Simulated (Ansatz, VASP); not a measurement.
# FeC3: VASP beside Ansatz

The input INCAR:

```
SYSTEM = FeC3
ALGO     = Normal         ! electronic algorithm
EDIFF    = 1E-6           ! SCF threshold, eV
EDIFFG   = -0.04          ! ionic threshold
ENCUT    = 600            ! plane-wave cutoff, eV
GGA      = PE             ! functional
IBRION   = 2              ! ionic algorithm
ISIF     = 3              ! what is computed and relaxed
ISMEAR   = 0              ! smearing method
ISPIN    = 2              ! spin polarisation
LASPH    = .TRUE.         ! aspherical terms in the spheres
LCHARG   = .FALSE.        ! write CHGCAR
LMAXMIX  = 4              ! l up to which the mixer works
LORBIT   = 11             ! projections on sites
LREAL    = .FALSE.        ! projectors in reciprocal space
LWAVE    = .FALSE.        ! write WAVECAR
MAGMOM   = 2.42 0 0 0     ! initial moments
NELM     = 150            ! most SCF steps
NSW      = 90             ! ionic steps
PREC     = Accurate       ! precision mode
SIGMA    = 0.1            ! smearing width, eV
```

Contents of KPOINTS:

```
k-points
0
G
  6 6 6
  0 0 0
```

POSCAR

```
FeC3
1.0
    3.2021332588      0.0000000000      0.0000000000
    0.0000000000      3.2021332588      0.0000000000
    0.0000000000      0.0000000000      3.2021332588
Fe C
1 3
Direct
    0.0000000000      0.0000000000      0.0000000000
    0.0000000000      0.5000000000      0.5000000000
    0.5000000000      0.0000000000      0.5000000000
    0.5000000000      0.5000000000      0.0000000000
```

Input for Ansatz:

```yaml
crystal:
  lattice:
    - [3.2021332588, 0.0, 0.0]
    - [0.0, 3.2021332588, 0.0]
    - [0.0, 0.0, 3.2021332588]
  atoms:
    - { symbol: Fe, position: [0.0, 0.0, 0.0], spin: 2.42 }
    - { symbol: C, position: [0.0, 0.5, 0.5] }
    - { symbol: C, position: [0.5, 0.0, 0.5] }
    - { symbol: C, position: [0.5, 0.5, 0.0] }
basis:
  ecutwfc: 420
kpoints:
  mp_grid: { grid: [6, 6, 6] }
hamiltonian:
  xc: pbe
scf:
  occupations: { method: gaussian, width: 0.1 }
  lower_state_search: "off"
output:
  forces: true
  stress: true
  eigenvalues: true
  populations: true
magnetization:
  spin_polarized: true
relax:
  adjacent_minimum: "off"
  f_tol: 0.04
  max_steps: 70
  cell: { stress_tol: 0.4 }
```

Alike in both runs: task relaxation of cell and atoms; functional PBE; k mesh 6 × 6 × 6; occupations gaussian, width 0.1 eV; collinear spin.

```csv
,VASP,Ansatz
version,VASP 6.6.1,Ansatz 0.2.0
potentials or method,"VASP PAW PBE potentials, release 64 (Fe, C), cutoff 600 eV","scalar-relativistic, plane waves, PAW"
valence electrons in the cell,20,28
```

```tsv
	VASP	Ansatz	Ansatz less VASP
gap on the k mesh at the Fermi level, each at its own relaxed structure (eV)	none	none	-
net moment per atom (μB)	0.16	0.00	-0.162
size of the moment on the site where the two differ most (μB)	0.65	0.00	-0.645
relaxed volume (Å³/atom)	7.36	7.30	-0.063
relaxed cell length with the largest relative difference (Å)	3.088	3.079	-0.0089
```

The net moments are unlike, so the other rows may belong to different states. Site moments also hang on the region over which each program counts them. A gap of «none» marks a metal or a gap that the smearing closes. VASP's potentials hold 20 valence electrons a cell and Ansatz's 28, so a difference there can come from the potentials and not from the codes. Ansatz's warnings: seeded moment not kept.
